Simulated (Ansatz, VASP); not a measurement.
## Zr in VASP and in Ansatz

INCAR

```
PREC = Accurate ; ENCUT = 520
EDIFF = 1E-6 ; ISMEAR = -1
SIGMA = 0.05 ; LREAL = F
LASPH = T ; NELM = 80
ALGO = Normal ; ISIF = 2
LWAVE = F ; LCHARG = T
GGA = PE ; LELF = T
LVHAR = T ; NBANDS = 12
```

KPOINTS

```
regular mesh
0
Gamma
  16 16 16
```

The input POSCAR:

```
Zr
1.0
   -1.8242946289      1.8242946289      1.7159389367
    1.8242946289     -1.8242946289      1.7159389367
    1.8242946289      1.8242946289     -1.7159389367
Zr
1
Direct
    0.0000000000      0.0000000000      0.0000000000
```

Input for Ansatz:

```yaml
crystal:
  lattice:
    - [-1.8242946289, 1.8242946289, 1.7159389367]
    - [1.8242946289, -1.8242946289, 1.7159389367]
    - [1.8242946289, 1.8242946289, -1.7159389367]
  atoms:
    - { symbol: Zr, position: [0.0, 0.0, 0.0] }
kpoints:
  mp_grid: { grid: [16, 16, 16] }
scf:
  occupations: { method: fermi_dirac, width: 0.05 }
hamiltonian:
  xc: pbe
  pseudopotentials: { kind: all_electron, lapw: { basis_error: 0.00025 } }
output:
  forces: true
  stress: true
  eigenvalues: true
```

Change from the starting cell: z stretched by -4 % at fixed volume.

Alike in both runs: task single point; functional PBE; k mesh 16 × 16 × 16; occupations fermi-dirac, width 0.05 eV; no spin polarisation.

|  | VASP | Ansatz |
| --- | --- | --- |
| version | VASP 6.6.1 | Ansatz 0.2.0 |
| potentials or method | VASP PAW PBE potentials, release 64 (Zr_sv), cutoff 520 eV | all-electron LAPW, scalar-relativistic |

|  | VASP | Ansatz | Ansatz less VASP |
| --- | --- | --- | --- |
| pressure (GPa) | 0.1 | 0.1 | -0.01 |
| traceless stress, the component that is largest in VASP (GPa) | -0.79 | -0.79 | +0.005 |

Ansatz ran all-electron here, and VASP with PAW potentials.
